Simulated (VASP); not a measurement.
Wanted: the native input for a VASP 6.6.1 run.

```
Task                   : single point
Functional             : PBE
Potentials or basis    : VASP PAW PBE potentials, release 64 (Ta_pv, As)
Cutoff                 : 520 eV
k mesh                 : 6 × 6 × 6
Occupations            : gaussian, width 0.1 eV
Spin                   : no spin polarisation
Dipole correction      : no
Further INCAR settings : ALGO = Normal; EDIFF = 1e-06; NBANDS = 15
```

The structure of TaAs lies in POSCAR:

```
TaAs
1.0
   -1.8675731547      1.8675731547      2.6097102434
    1.8675731547     -1.8675731547      2.6097102434
    1.8675731547      1.8675731547     -2.6097102434
Ta As
1 1
Direct
    0.0000000000      0.0000000000      0.0000000000
    0.5000000000      0.5000000000      0.0000000000
```

The input as run:

INCAR

```
PREC = Accurate
ENCUT = 520
EDIFF = 1E-6
ISMEAR = 0
SIGMA = 0.1
LREAL = F
LASPH = T
NELM = 60
ALGO = Normal
ISIF = 2
LWAVE = F
LCHARG = F
GGA = PE
NBANDS = 15
```

KPOINTS

```
Automatic mesh
0
Gamma
  6 6 6
```

Potentials or basis: VASP PAW PBE potentials, release 64 (Ta_pv, As).

Launch:

```sh
$ cat potpaw_PBE.64/Ta_pv/POTCAR potpaw_PBE.64/As/POTCAR > POTCAR
$ mpirun -np 1 vasp_std > vasp.out
```

Results of the run:

```
Pressure               : 1.6 GPa
Band gap on the k mesh : zero (bands 8 and 9 overlap by 1.85 eV)
```

Caveat: spin-orbit coupling is left out, which moves the levels of the heavy elements.

Wall time 7.9 s on 1 thread of Intel(R) Xeon(R) 6975P-C (Granite Rapids), with other jobs on the host, peak memory 0.16 GiB.
